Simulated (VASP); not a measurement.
# KTaO3 in VASP: a series of runs, part 2 of 2

VASP 6.6.1. Earlier steps stand in the parts before.

**3. Single point, r2SCAN (strain +0.025 along x and y, +0.025 along z)**

File POSCAR:

```
KTaO3
1.0
    4.0880075000      0.0000000000      0.0000000000
    0.0000000000      4.0880075000      0.0000000000
    0.0000000000      0.0000000000      4.0880075000
K Ta O
1 1 3
Direct
    0.5000000000      0.5000000000      0.5000000000
    0.0000000000      0.0000000000      0.0000000000
    0.5000000000      0.0000000000      0.0000000000
    0.0000000000      0.5000000000      0.0000000000
    0.0000000000      0.0000000000      0.5000000000
```

File INCAR.step1:

```
SYSTEM = KTaO3
  ALGO = Normal
  EDIFF = 1E-4
  ENCUT = 520
  GGA = PE
  ISMEAR = 0
  LASPH = .True.
  LCHARG = .False.
  LREAL = .False.
  LWAVE = .True.
  NBANDS = 27
  NELM = 100
  PREC = Accurate
  SIGMA = 0.05
```

File INCAR.step2:

```
SYSTEM = KTaO3
  ALGO = Normal
  EDIFF = 1E-7
  ENCUT = 520
  ISIF = 2
  ISMEAR = 0
  ISTART = 1
  LASPH = .True.
  LCHARG = .True.
  LELF = .True.
  LMIXTAU = .True.
  LREAL = .False.
  LVHAR = .True.
  LWAVE = .False.
  METAGGA = R2SCAN
  NBANDS = 27
  NELM = 100
  PREC = Accurate
  SIGMA = 0.05
```

File KPOINTS:

```
k-points
0
Gamma
  6 6 6
  0 0 0
```

Potentials or basis: VASP PAW PBE potentials, release 64 (K_sv, Ta_pv, O).

Started as:

```
> cat potpaw_PBE.64/K_sv/POTCAR potpaw_PBE.64/Ta_pv/POTCAR potpaw_PBE.64/O/POTCAR > POTCAR
> cp INCAR.step1 INCAR
> mpirun -np 1 vasp_std > vasp.out
> cp INCAR.step2 INCAR
> mpirun -np 1 vasp_std > vasp.out
```

It took 3.2 min on 1 thread of Intel Xeon Platinum 8259CL at 2.50GHz (Skylake/Cascade Lake), shared host; peak memory 0.19 GiB.

It converged, with:

```
Free energy            : -86.9850 eV
Pressure               : -12.3 GPa
Band gap on the k mesh : 2.40 eV (least direct gap 3.07 eV)
```

Levels at points of the mesh, in eV from the valence-band top:
```tsv
k point	band 15	band 16	band 17	band 18	band 19	band 20	band 21	band 22	band 23	band 24
(0.00, 0.00, 0.00)	-0.98	-0.98	-0.67	-0.67	-0.67	2.40	2.40	2.40	6.22	6.22
(0.50, 0.00, 0.00)	-2.36	-2.00	-1.37	-0.87	-0.87	2.52	4.92	4.92	6.25	8.07
(0.50, 0.50, 0.00)	-2.57	-1.86	-1.37	-1.37	-0.03	4.95	4.95	6.13	7.14	10.50
(0.50, 0.50, 0.50)	-3.71	-3.71	0.00	0.00	0.00	6.23	6.23	6.23	9.44	9.44
```

Caveat: the cell differs from its parent crystal (strain +0.025 along x and y, +0.025 along z); the cell stands under tension; the PAW data sets were made with another functional, which shifts forces and pressure a little; spin-orbit coupling is left out, which moves the levels of the heavy elements.

**4. Single point, r2SCAN (strain +0.000 along x and y, -0.050 along z)**

Changes to POSCAR since step 3:

```diff
@@ -2,5 +2,5 @@
 1.0
-    4.0880075000      0.0000000000      0.0000000000
-    0.0000000000      4.0880075000      0.0000000000
-    0.0000000000      0.0000000000      4.0880075000
+    3.9883000000      0.0000000000      0.0000000000
+    0.0000000000      3.9883000000      0.0000000000
+    0.0000000000      0.0000000000      3.7888850000
 K Ta O
```

File INCAR.step1:

```
PREC = Accurate
ENCUT = 520
ISMEAR = 0
SIGMA = 0.05
LREAL = F
LASPH = T
NELM = 100
NBANDS = 27
GGA = PE
ALGO = Normal
EDIFF = 1E-4
LWAVE = T
LCHARG = F
```

File INCAR.step2:

```
PREC = Accurate
ENCUT = 520
EDIFF = 1E-7
ISMEAR = 0
SIGMA = 0.05
LREAL = F
LASPH = T
NELM = 100
ALGO = Normal
ISIF = 2
LWAVE = F
LCHARG = F
METAGGA = R2SCAN
LMIXTAU = T
NBANDS = 27
ISTART = 1
```

File KPOINTS:

```
regular mesh
0
Gamma
  6 6 6
```

Potentials or basis: VASP PAW PBE potentials, release 64 (K_sv, Ta_pv, O).

Started as:

```
> cat potpaw_PBE.64/K_sv/POTCAR potpaw_PBE.64/Ta_pv/POTCAR potpaw_PBE.64/O/POTCAR > POTCAR
> cp INCAR.step1 INCAR
> mpirun -np 1 vasp_std > vasp.out
> cp INCAR.step2 INCAR
> mpirun -np 1 vasp_std > vasp.out
```

OUTCAR:

```text
PREC = Accurate
   ENCUT = 520
   EDIFF = 1E-7
   ISMEAR = 0
   LREAL = F
   LASPH = T
   NELM = 100
   ISIF = 2
   METAGGA = R2SCAN
   ISTART = 1

 ion  position               nearest neighbor table
   1  0.500  0.500  0.500-   3 2.75   4 2.75   3 2.75   4 2.75   3 2.75   3 2.75   4 2.75   4 2.75
                             5 2.82   5 2.82   5 2.82   5 2.82   2 3.40   2 3.40   2 3.40   2 3.40
   2  0.000  0.000  0.000-   5 1.89   5 1.89   3 1.99   4 1.99   4 1.99   3 1.99   1 3.40   1 3.40
                             1 3.40   1 3.40   1 3.40   1 3.40   1 3.40   1 3.40
[... 929 lines left out ...]
  -------------------------------------------------------------------------------------
  Total        2.2952225      2.2952225     12.1222164      0.0000000     -0.0000000      0.0000000
  in kB       61.0166440     61.0166440    322.2593716      0.0000000     -0.0000000      0.0000000
  external PRESSURE =     148.0975532 kB  Pullay stress =       0.0000000 kB

 VOLUME and BASIS-vectors are now :
 -----------------------------------------------------------------------------
  energy-cutoff  :      520.00
  volume of cell :       60.27
      direct lattice vectors                 reciprocal lattice vectors
     3.988300000  0.000000000  0.000000000     0.250733395  0.000000000  0.000000000
     0.000000000  3.988300000  0.000000000     0.000000000  0.250733395  0.000000000
     0.000000000  0.000000000  3.788885000     0.000000000  0.000000000  0.263929890

 POSITION                                       TOTAL-FORCE (eV/Angst)
 -----------------------------------------------------------------------------------
      1.99415      1.99415      1.89444         0.000000      0.000000      0.000000
      0.00000      0.00000      0.00000         0.000000      0.000000      0.000000
      1.99415      0.00000      0.00000         0.000000      0.000000      0.000000
      0.00000      1.99415      0.00000         0.000000      0.000000      0.000000
      0.00000      0.00000      1.89444         0.000000      0.000000      0.000000
 -----------------------------------------------------------------------------------
    total drift:                                0.000000     -0.000000      0.000000

  FREE ENERGIE OF THE ION-ELECTRON SYSTEM (eV)
  ---------------------------------------------------
  free  energy   TOTEN  =       -86.8522525956 eV

  energy  without entropy=      -86.8522525956  energy(sigma->0) =      -86.85225260
```

Wall time 4.4 min (1 thread of Intel Xeon Platinum 8259CL at 2.50GHz (Skylake/Cascade Lake), shared host); peak memory 0.21 GiB.

What came out:

- Free energy: -86.8523 eV
- Pressure: 14.8 GPa
- Band gap on the k mesh: 2.62 eV (least direct gap 3.22 eV)

Stress tensor (GPa, compression positive):
```
 6.10  0.00  0.00
 0.00  6.10  0.00
 0.00  0.00 32.23
```

Caveat: the cell differs from its parent crystal (strain +0.000 along x and y, -0.050 along z); the cell stands under pressure; the PAW data sets were made with another functional, which shifts forces and pressure a little; spin-orbit coupling is left out, which moves the levels of the heavy elements.

**5. Summary**

| cell | gap on the mesh (eV) | pressure (GPa) |
| --- | --- | --- |
| a = 3.889 Å, 5 atoms | 2.78 | 20.6 |
| a = 4.088 Å, 5 atoms | 2.40 | -12.3 |
| a = 3.988, b = 3.988, c = 3.789 Å, 5 atoms | 2.62 | 14.8 |

Alike in all rows: task single point; level r2SCAN; potentials or basis VASP PAW PBE potentials, release 64 (K_sv, Ta_pv, O); no spin polarisation; k mesh 6 × 6 × 6; cutoff (eV) 520; smearing gaussian 0.05 eV.

Caveats: the PAW data sets were made with another functional, which shifts forces and pressure a little; spin-orbit coupling is left out, which moves the levels of the heavy elements; the cell stands under pressure (at least some runs); the cell stands under tension (at least some runs).

Total energies depend on the potentials used, so only differences within one code and one set of settings carry meaning.
